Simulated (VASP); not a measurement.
CoSi2:

```
Co Si
1.0
     0.00000    2.67800    2.67800
     2.67800    0.00000    2.67800
     2.67800    2.67800    0.00000
Co Si
1 2
Direct
  0.00000 0.00000 0.00000
  0.25000 0.25000 0.25000
  0.75000 0.75000 0.75000
```

Base run:

| Item | Value |
| --- | --- |
| Program | VASP 6.6.1 |
| Functional | PBE |
| Potentials or basis | VASP PAW PBE potentials, release 64 (Co, Si) |
| Cutoff | 520 eV |
| k mesh | 11 × 11 × 11 |
| Occupations | fermi-dirac, width 0.05 eV |
| Spin | collinear spin, ferromagnetic start |
| Starting moments | [0.61, 0.1, 0.1] μB |
| Fixed moment | 1 μB |

Its results: pressure 4.4 GPa; site moments Co +0.62; Si +0.08 μB.

**Question.** The run is repeated on the same cell with these changes: fixed moment from 1 μB to 3 μB; moments at the start from [0.61, 0.1, 0.1] to [1.83, 0.31, 0.31]. What comes out?

**Answer.** Pressure 25.1 GPa; site moments Co +1.78; Si +0.25 μB.

Caveats: the cell stands under pressure; the total moment is fixed, so each spin has its own Fermi level and the state may be an excited one.
